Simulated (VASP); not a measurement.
Write the native input for VASP 6.6.1 that does the following.

```
Task                   : relaxation of cell and atoms
Functional             : PBE
Potentials or basis    : VASP PAW PBE potentials, release 64 (Si, Hg)
Cutoff                 : 600 eV
k mesh                 : 10 × 10 × 10
Occupations            : gaussian, width 0.1 eV
Spin                   : no spin polarisation
Dipole correction      : no
Further INCAR settings : ALGO = Normal; EDIFF = 1e-06; IBRION = 2; EDIFFG = -0.01; NSW = 100; ISIF = 3
```

The structure of Si4Hg lies in POSCAR:

```
Si4Hg
1.0
   -3.0157309910      3.0157309910      3.0157309910
    3.0157309910     -3.0157309910      3.0157309910
    3.0157309910      3.0157309910     -3.0157309910
Si Hg
4 1
Direct
    0.5000000000      0.5000000000      0.5000000000
    0.5000000000      0.0000000000      0.0000000000
    0.0000000000      0.0000000000      0.5000000000
    0.0000000000      0.5000000000      0.0000000000
    0.0000000000      0.0000000000      0.0000000000
```

The input as run:

INCAR

```
PREC = Accurate ; ENCUT = 600
EDIFF = 1E-6 ; ISMEAR = 0
SIGMA = 0.1 ; LREAL = False
LASPH = True ; NELM = 100
ALGO = Normal ; ISIF = 3
LWAVE = False ; LCHARG = False
GGA = PE ; IBRION = 2
NSW = 100 ; EDIFFG = -0.01
```

KPOINTS

```
regular mesh
0
Gamma
  10 10 10
```

Potentials or basis: VASP PAW PBE potentials, release 64 (Si, Hg).

The run is started by

```bash
$ cat potpaw_PBE.64/Si/POTCAR potpaw_PBE.64/Hg/POTCAR > POTCAR
$ mpirun -np 1 vasp_std > vasp.out
```

It gave:

| Property | Result |
| --- | --- |
| Relaxed volume | 22.29 Å³/atom |
| Relaxed cell | a = 5.251 Å, b = 5.251 Å, c = 5.251 Å, α = 109.47°, β = 109.47°, γ = 109.47° |
| Space group after relaxing (to 0.05 Å) | Im-3m (No. 229) |
| Energy gained by relaxing | 1.0 meV/atom |
| Ionic steps | 3 |
| Pressure after relaxing | 0.0 GPa |
| Band gap on the k mesh | zero (band 14 reaches 5.42 eV, above the bottom of band 15 at 2.72 eV) |

Caveat: spin-orbit coupling is left out, which moves the levels of the heavy elements.

Run time: 5.3 min on 1 thread of Intel(R) Xeon(R) Platinum 8259CL CPU @ 2.50GHz (Skylake/Cascade Lake), with other jobs on the host, peak memory 0.34 GiB.
